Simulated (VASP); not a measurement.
The system is Ti.

```
Ti
1.0
    -1.60750    1.60750    1.60750
     1.60750   -1.60750    1.60750
     1.60750    1.60750   -1.60750
Ti
1
Direct
  0.00000 0.00000 0.00000
```

This cell differs from its parent crystal: volume scaled by 0.94.

Program: VASP 6.6.1. Alike in all runs: task single point; no spin polarisation; cell as given; cutoff (eV) 520; smearing fermi-dirac 0.05 eV.

Question: Order these runs on this cell by their pressure, lowest first.
A. level r2SCAN; potentials or basis VASP PAW PBE potentials, release 64 (Ti_sv); k mesh 11 × 11 × 11
B. level PBEsol; potentials or basis VASP PAW PBE potentials, release 64 (Ti_sv); k mesh 11 × 11 × 11
C. level LDA; potentials or basis VASP PAW LDA potentials, release 64 (Ti_sv); k mesh 11 × 11 × 11
D. level BHLYP; potentials or basis VASP PAW PBE potentials, release 64 (Ti_sv); k mesh 6 × 6 × 6; grid for exact exchange (PRECFOCK) Normal

Answer: C (-5.4 GPa), B (-0.9 GPa), A (4.6 GPa), D (6.3 GPa).

Caveats: some runs use coarse meshes; the PAW data sets were made with another functional, which shifts forces and pressure a little (some runs).
